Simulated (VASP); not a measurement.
Wanted: the native input for a VASP 6.6.1 run.

| Item | Value |
| --- | --- |
| Task | single point |
| Functional | r2SCAN |
| Potentials or basis | VASP PAW PBE potentials, release 64 (In_d, O) |
| Cutoff | 520 eV |
| k mesh | 12 × 12 × 2 |
| Occupations | gaussian, width 0.05 eV |
| Spin | no spin polarisation |
| Dipole correction | no |
| Further INCAR settings | ALGO = Normal; EDIFF = 1e-06; NBANDS = 27 |

InO, a slab with vacuum:

```
In O
1.0
     3.59176    0.00000    0.00000
    -1.79588    3.11055    0.00000
     0.00000    0.00000   14.60693
In O
2 2
Direct
  0.66667 0.33333 0.59002
  0.66667 0.33333 0.40998
  0.00000 0.00000 0.63987
  0.00000 0.00000 0.36013
```

This cell differs from its parent crystal: strain +0.040 along x and y, -0.080 along z.

One way to write it, as run:

POSCAR

```
InO
1.0
    3.5917583534      0.0000000000      0.0000000000
   -1.7958791767      3.1105539782      0.0000000000
    0.0000000000      0.0000000000     14.6069320000
In O
2 2
Direct
    0.6666666667      0.3333333333      0.5900210000
    0.6666666667      0.3333333333      0.4099790000
    0.0000000000      0.0000000000      0.6398670000
    0.0000000000      0.0000000000      0.3601330000
```

INCAR.step1

```
SYSTEM = InO
PREC     = Accurate       ! precision mode
ENCUT    = 520            ! plane-wave cutoff, eV
ISMEAR   = 0              ! smearing method
SIGMA    = 0.05           ! smearing width, eV
LREAL    = .FALSE.        ! projectors in reciprocal space
LASPH    = .TRUE.         ! aspherical terms in the spheres
NELM     = 100            ! most SCF steps
NBANDS   = 27             ! bands
GGA      = PE             ! functional
ALGO     = Normal         ! electronic algorithm
EDIFF    = 1E-4           ! SCF threshold, eV
LWAVE    = .TRUE.         ! write WAVECAR
LCHARG   = .FALSE.        ! write CHGCAR
```

INCAR.step2

```
SYSTEM = InO
PREC     = Accurate       ! precision mode
ENCUT    = 520            ! plane-wave cutoff, eV
EDIFF    = 1E-6           ! SCF threshold, eV
ISMEAR   = 0              ! smearing method
SIGMA    = 0.05           ! smearing width, eV
LREAL    = .FALSE.        ! projectors in reciprocal space
LASPH    = .TRUE.         ! aspherical terms in the spheres
NELM     = 100            ! most SCF steps
ALGO     = Normal         ! electronic algorithm
ISIF     = 2              ! what is computed and relaxed
LWAVE    = .FALSE.        ! write WAVECAR
LCHARG   = .FALSE.        ! write CHGCAR
METAGGA  = R2SCAN         ! meta-GGA
LMIXTAU  = .TRUE.       
NBANDS   = 27             ! bands
ISTART   = 1
```

KPOINTS

```
Automatic mesh
0
G
  12 12 2
  0 0 0
```

Potentials or basis: VASP PAW PBE potentials, release 64 (In_d, O).

Run with:

```sh
$ cat potpaw_PBE.64/In_d/POTCAR potpaw_PBE.64/O/POTCAR > POTCAR
$ cp INCAR.step1 INCAR
$ mpirun -np 1 vasp_std > vasp.out
$ cp INCAR.step2 INCAR
$ mpirun -np 1 vasp_std > vasp.out
```

It gave:

| Quantity | Value |
| --- | --- |
| Largest force | 1.765 eV/Å |
| Band gap on the k mesh | 0.75 eV (least direct gap 1.26 eV) |

Caveat: the cell differs from its parent crystal (strain +0.040 along x and y, -0.080 along z); there is no dipole correction, which matters where the two faces differ; the PAW data sets were made with another functional, which shifts forces and pressure a little; spin-orbit coupling is left out, which moves the levels of the heavy elements.

Run time: 13 min on 1 thread of Intel(R) Xeon(R) Platinum 8488C (Sapphire Rapids), on a shared host, peak memory 0.4 GiB.
